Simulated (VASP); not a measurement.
# Ti (Im-3m) in VASP: notebook

The runs below take Ti through single point, with PBE.

Program: VASP 6.6.1. These are calculated values, not measurements. Logs are shortened: lines on timing, memory, paths and dates and some standing lists are left out, and cuts for length are marked.

### Step 1. The cell of the first run

It takes space group Im-3m (No. 229, cubic). The conventional cell has a = 3.350 Å, b = 3.350 Å, c = 3.350 Å, α = 90.00°, β = 90.00°, γ = 90.00°. Within 3.8 Å of Ti (site symmetry m-3m) lie 14 Ti at 2.90 to 3.35 Å.

### Step 2. Single point, PBE, collinear spin, ferromagnetic start

File INCAR:

```
SYSTEM = Ti
  PREC = Accurate
  ENCUT = 520
  EDIFF = 1E-6
  ISMEAR = 0
  SIGMA = 0.15
  LREAL = .FALSE.
  LASPH = .TRUE.
  NELM = 150
  ALGO = Normal
  ISIF = 2
  LWAVE = .FALSE.
  LCHARG = .FALSE.
  ISPIN = 2
  MAGMOM = 0.6
  LORBIT = 11
  NUPDOWN = 0.6
  LMAXMIX = 4
  GGA = PE
  NBANDS = 16
```

File KPOINTS:

```
regular mesh
0
G
  22 22 22
  0 0 0
```

File POSCAR:

```
Ti
1.0
   -1.6751874744      1.6751874744      1.6751874744
    1.6751874744     -1.6751874744      1.6751874744
    1.6751874744      1.6751874744     -1.6751874744
Ti
1
Direct
    0.0000000000      0.0000000000      0.0000000000
```

Potentials or basis: VASP PAW PBE potentials, release 64 (Ti_sv).

The run is started by

```bash
$ cat potpaw_PBE.64/Ti_sv/POTCAR > POTCAR
$ mpirun -np 1 vasp_std > vasp.out
```

OUTCAR:

```text
SYSTEM = Ti
   PREC = Accurate
   ENCUT = 520
   EDIFF = 1E-6
   ISMEAR = 0
   LREAL = .FALSE.
   LASPH = .TRUE.
   NELM = 150
   ISIF = 2
   ISPIN = 2
   LORBIT = 11
   NUPDOWN = 0.6
   GGA = PE

 ion  position               nearest neighbor table
   1  0.000  0.000  0.000-

  LATTYP: Found a body centered cubic cell.
 ALAT       =     3.3503749488

  Lattice vectors:

 A1 = (  -1.6751874744,   1.6751874744,   1.6751874744)
 A2 = (   1.6751874744,  -1.6751874744,   1.6751874744)
 A3 = (   1.6751874744,   1.6751874744,  -1.6751874744)

Analysis of symmetry for initial positions (statically):
=====================================================================
 Subroutine PRICEL returns:
 Original cell was already a primitive cell.

 Routine SETGRP: Setting up the symmetry group for a
 body centered cubic supercell.

 Subroutine GETGRP returns: Found 48 space group operations
 (whereof 48 operations were pure point group operations)
 out of a pool of 48 trial point group operations.

The static configuration has the point symmetry O_h .

Analysis of symmetry for dynamics (positions and initial velocities):
=====================================================================
 Subroutine PRICEL returns:
 Original cell was already a primitive cell.

 Routine SETGRP: Setting up the symmetry group for a
 body centered cubic supercell.

 Subroutine GETGRP returns: Found 48 space group operations
 (whereof 48 operations were pure point group operations)
 out of a pool of 48 trial point group operations.

The dynamic configuration has the point symmetry O_h .

Analysis of structural, dynamic, and magnetic symmetry:
=====================================================================
 Subroutine PRICEL returns:
 Original cell was already a primitive cell.

 Routine SETGRP: Setting up the symmetry group for a
 body centered cubic supercell.

 Subroutine GETGRP returns: Found 48 space group operations
 (whereof 48 operations were pure point group operations)
 out of a pool of 48 trial point group operations.

The overall configuration has the point symmetry O_h .

 Subroutine INISYM returns: Found 48 space group operations
 (whereof 48 operations are pure point group operations),
 and found     1 'primitive' translations

----------------------------------------------------------------------------------------
[... 104 lines left out ...]
   EMIN   =  10.00;   EMAX   =-10.00  energy-range for DOS
   EFERMI =   0.00;   METHOD = LEGACY
   ISMEAR =     0;   SIGMA  =   0.15  broadening in eV -4-tet -1-fermi 0-gaus
   EFERMI_NEDOS =   21; number of points for ismear=-14 and -15
   IALGO  =     38    algorithm
   IMIX   =      4    mixing-type and parameters
     AMIX     =   0.40;   BMIX     =  1.00
     AMIX_MAG =   1.60;   BMIX_MAG =  1.00
  volume/ion in A,a.u.               =      18.80       126.90
  Fermi-wavevector in a.u.,A,eV,Ry     =   1.409457  2.663488 27.028913  1.986569
  Thomas-Fermi vector in A             =   2.531511
   LORBIT       =     11    0 simple, 1 ext, 2 COOP (PROOUT), +10 PAW based schemes
   GGA     = PE    functional components
   LHFCALC =     F    Hartree Fock is set to
   AEXX    =    0.0000 exact exchange contribution
   IVDW    =     0    specifies the selected vdW correction
   LEPSILON=     F    determine dielectric tensor
   LRPA    =     F    only Hartree local field effects (RPA)
 spin polarized calculation
 Gauss-broadening in eV      SIGMA  =   0.15
  energy-cutoff  :      520.00
  volume of cell :       18.80
 maximum number of plane-waves:       531
 NGX is ok and might be reduce to    24
   NGX = 11   NGY = 11   NGZ = 11

 number of electron      12.0000002 magnetization       0.6000000

 Free energy of the ion-electron system (eV)
  ---------------------------------------------------
  ext. energy  EPLUGINS =         0.00000000
  ---------------------------------------------------
  free energy    TOTEN  =        -7.69390079 eV

  energy without entropy =       -7.66388723  energy(sigma->0) =       -7.67889401

 E-fermi :   7.2922     XC(G=0): -11.1193

 val. band max:        7.3019818046   @ k =  -0.4545   0.5000   0.1364
 cond. band min:       7.2928840380   @ k =   0.3182   0.1364   0.0000
 fundamental gap:     -0.0090977666
 Fermi energy:         7.3050437432

 spin component 1

 k-point     1 :       0.0000    0.0000    0.0000
  band No.  band energies     occupation
      1     -49.5829      1.00000
      2     -25.5203      1.00000
      3     -25.5203      1.00000
      4     -25.5203      1.00000
      5       1.3176      1.00000
      6       7.9588      0.00000
[... 435 lines left out ...]
      5       2.4962      1.00000
      6       7.5457      0.01165
[... 8 lines left out ...]
     15      28.1553      0.00000
     16      29.8553      0.00000

 [... further k-points ...]

 spin component 2

 k-point     1 :       0.0000    0.0000    0.0000
  band No.  band energies     occupation
      1     -49.2095      1.00000
      2     -25.1472      1.00000
      3     -25.1472      1.00000
      4     -25.1472      1.00000
      5       1.7270      1.00000
      6       8.4650      0.00000
[... 435 lines left out ...]
      5       2.9053      1.00000
      6       8.0436      0.00000
[... 8 lines left out ...]
     15      28.4877      0.00000
     16      30.3124      0.00000

 [... further k-points ...]

------------------------ aborting loop because EDIFF is reached ----------------------------------------

  FORCE on cell =-STRESS in cart. coord.  units (eV):
  Direction    XX          YY          ZZ          XY          YZ          ZX
  --------------------------------------------------------------------------------------
  -------------------------------------------------------------------------------------
  Total       -0.8539073     -0.8539073     -0.8539073      0.0000000      0.0000000      0.0000000
  in kB      -72.7563760    -72.7563760    -72.7563760      0.0000000      0.0000000      0.0000000
  external PRESSURE =     -72.7563760 kB  Pullay stress =       0.0000000 kB

 VOLUME and BASIS-vectors are now :
 -----------------------------------------------------------------------------
  energy-cutoff  :      520.00
  volume of cell :       18.80
      direct lattice vectors                 reciprocal lattice vectors
    -1.675187474  1.675187474  1.675187474     0.000000000  0.298474056  0.298474056
     1.675187474 -1.675187474  1.675187474     0.298474056  0.000000000  0.298474056
     1.675187474  1.675187474 -1.675187474     0.298474056  0.298474056  0.000000000

 POSITION                                       TOTAL-FORCE (eV/Angst)
 -----------------------------------------------------------------------------------
      0.00000      0.00000      0.00000         0.000000      0.000000     -0.000000
 -----------------------------------------------------------------------------------
    total drift:                               -0.000000      0.000000      0.000000

  FREE ENERGIE OF THE ION-ELECTRON SYSTEM (eV)
  ---------------------------------------------------
  free  energy   TOTEN  =        -7.6939007908 eV

  energy  without entropy=       -7.6638872306  energy(sigma->0) =       -7.67889401

 total charge

# of ion       s       p       d       tot
------------------------------------------
    1        2.228   6.100   1.850  10.178

 magnetization (x)

# of ion       s       p       d       tot
------------------------------------------
    1        0.003   0.030   0.382   0.415
```

It took 52 s on 1 thread of Intel Xeon 6975P-C (Granite Rapids), shared host; peak memory 0.26 GiB.

Results:

```yaml
Free_energy: -7.6939 eV
Pressure: -7.3 GPa
Net_moment: 0.60 μB per cell
Site_moments: Ti +0.41 μB
Valence_electrons_inside_the_program's_atomic_spheres: Ti 10.18
```

Caveat: the total moment is fixed, so each spin has its own Fermi level.

### Step 3. Single point, PBE, collinear spin, ferromagnetic start

File INCAR:

```
SYSTEM = Ti
  PREC = Accurate
  ENCUT = 520
  EDIFF = 1E-6
  ISMEAR = 0
  SIGMA = 0.15
  LREAL = .False.
  LASPH = .True.
  NELM = 150
  ALGO = Fast
  ISIF = 2
  LWAVE = .False.
  LCHARG = .False.
  ISPIN = 2
  MAGMOM = 0.3
  LORBIT = 11
  NUPDOWN = 0.3
  LMAXMIX = 4
  GGA = PE
  NBANDS = 16
```

File KPOINTS:

```
regular mesh
0
Gamma
  22 22 22
  0 0 0
```

POSCAR is that of step 2.

Potentials or basis: VASP PAW PBE potentials, release 64 (Ti_sv).

The run is started by

```bash
$ cat potpaw_PBE.64/Ti_sv/POTCAR > POTCAR
$ mpirun -np 1 vasp_std > vasp.out
```

OUTCAR:

```text
SYSTEM = Ti
   PREC = Accurate
   ENCUT = 520
   EDIFF = 1E-6
   ISMEAR = 0
   LREAL = .False.
   LASPH = .True.
   NELM = 150
   ISIF = 2
   ISPIN = 2
   LORBIT = 11
   NUPDOWN = 0.3
   GGA = PE

 ion  position               nearest neighbor table
   1  0.000  0.000  0.000-

  LATTYP: Found a body centered cubic cell.
 ALAT       =     3.3503749488

  Lattice vectors:

 A1 = (  -1.6751874744,   1.6751874744,   1.6751874744)
 A2 = (   1.6751874744,  -1.6751874744,   1.6751874744)
 A3 = (   1.6751874744,   1.6751874744,  -1.6751874744)

Analysis of symmetry for initial positions (statically):
=====================================================================
 Subroutine PRICEL returns:
 Original cell was already a primitive cell.

 Routine SETGRP: Setting up the symmetry group for a
 body centered cubic supercell.

 Subroutine GETGRP returns: Found 48 space group operations
 (whereof 48 operations were pure point group operations)
 out of a pool of 48 trial point group operations.
[... 193 lines left out ...]
      6       8.0775      0.00000
[... 435 lines left out ...]
      5       2.5939      1.00000
      6       7.6627      0.00027
[... 8 lines left out ...]
     15      28.2355      0.00000
     16      29.9670      0.00000

 [... further k-points ...]

 spin component 2

 k-point     1 :       0.0000    0.0000    0.0000
  band No.  band energies     occupation
      1     -49.3102      1.00000
      2     -25.2477      1.00000
      3     -25.2477      1.00000
      4     -25.2477      1.00000
      5       1.6206      1.00000
      6       8.3297      0.00000
[... 435 lines left out ...]
      5       2.7988      1.00000
      6       7.9109      0.00000
[... 8 lines left out ...]
     15      28.4024      0.00000
     16      30.1949      0.00000

 [... further k-points ...]

------------------------ aborting loop because EDIFF is reached ----------------------------------------

  FORCE on cell =-STRESS in cart. coord.  units (eV):
  Direction    XX          YY          ZZ          XY          YZ          ZX
  --------------------------------------------------------------------------------------
  -------------------------------------------------------------------------------------
  Total       -0.9171277     -0.9171277     -0.9171277     -0.0000000      0.0000000      0.0000000
  in kB      -78.1430096    -78.1430096    -78.1430096     -0.0000000      0.0000000      0.0000000
  external PRESSURE =     -78.1430096 kB  Pullay stress =       0.0000000 kB

 VOLUME and BASIS-vectors are now :
 -----------------------------------------------------------------------------
  energy-cutoff  :      520.00
  volume of cell :       18.80
      direct lattice vectors                 reciprocal lattice vectors
    -1.675187474  1.675187474  1.675187474     0.000000000  0.298474056  0.298474056
     1.675187474 -1.675187474  1.675187474     0.298474056  0.000000000  0.298474056
     1.675187474  1.675187474 -1.675187474     0.298474056  0.298474056  0.000000000

 POSITION                                       TOTAL-FORCE (eV/Angst)
 -----------------------------------------------------------------------------------
      0.00000      0.00000      0.00000         0.000000      0.000000      0.000000
 -----------------------------------------------------------------------------------
    total drift:                                0.000000      0.000000      0.000000

  FREE ENERGIE OF THE ION-ELECTRON SYSTEM (eV)
  ---------------------------------------------------
  free  energy   TOTEN  =        -7.6955186387 eV

  energy  without entropy=       -7.6655239869  energy(sigma->0) =       -7.68052131

 total charge

# of ion       s       p       d       tot
------------------------------------------
    1        2.228   6.099   1.851  10.178

 magnetization (x)

# of ion       s       p       d       tot
------------------------------------------
    1        0.001   0.015   0.191   0.207
```

OSZICAR:

```text
N       E                     dE             d eps       ncg     rms          rms(c)
DAV:   1     0.907396914391E+02    0.90740E+02   -0.57358E+03 21168   0.845E+02
DAV:   2    -0.453319179270E+01   -0.95273E+02   -0.91268E+02 23272   0.248E+02
DAV:   3    -0.878886811777E+01   -0.42557E+01   -0.42263E+01 25240   0.523E+01
DAV:   4    -0.887258374921E+01   -0.83716E-01   -0.83685E-01 25176   0.684E+00
DAV:   5    -0.887427380474E+01   -0.16901E-02   -0.16900E-02 24680   0.875E-01    0.786E+00
RMM:   6    -0.768037396302E+01    0.11939E+01   -0.10571E+00 25978   0.982E+00    0.159E+00
RMM:   7    -0.768389450017E+01   -0.35205E-02   -0.11865E-01 28341   0.231E+00    0.115E+00
RMM:   8    -0.769075593699E+01   -0.68614E-02   -0.43815E-02 30098   0.167E+00    0.674E-01
RMM:   9    -0.769534877206E+01   -0.45928E-02   -0.20379E-02 30536   0.113E+00    0.132E-01
RMM:  10    -0.769536015002E+01   -0.11378E-04   -0.36674E-03 31094   0.434E-01    0.143E-01
RMM:  11    -0.769546840263E+01   -0.10825E-03   -0.11851E-03 31137   0.262E-01    0.365E-02
RMM:  12    -0.769550014539E+01   -0.31743E-04   -0.34597E-04 31198   0.144E-01    0.189E-02
RMM:  13    -0.769551298541E+01   -0.12840E-04   -0.81774E-05 30859   0.507E-02    0.110E-02
RMM:  14    -0.769551678250E+01   -0.37971E-05   -0.23566E-05 25787   0.258E-02    0.582E-03
RMM:  15    -0.769551802930E+01   -0.12468E-05   -0.77497E-06 23559   0.175E-02    0.143E-03
RMM:  16    -0.769551863872E+01   -0.60942E-06   -0.23972E-06 20659   0.722E-03
   1 F= -.76955186E+01 E0= -.76805213E+01  d E =-.299947E-01  mag=     0.3000
```

Run time: 75 s. Hardware: 1 thread of Intel Xeon 6975P-C (Granite Rapids), shared host; peak memory 0.26 GiB.

Results:

```
Free energy                                           : -7.6955 eV
Pressure                                              : -7.8 GPa
Net moment                                            : 0.30 μB per cell
Site moments                                          : Ti +0.21 μB
Valence electrons inside the program's atomic spheres : Ti 10.18
```

Caveat: the total moment is fixed, so each spin has its own Fermi level.
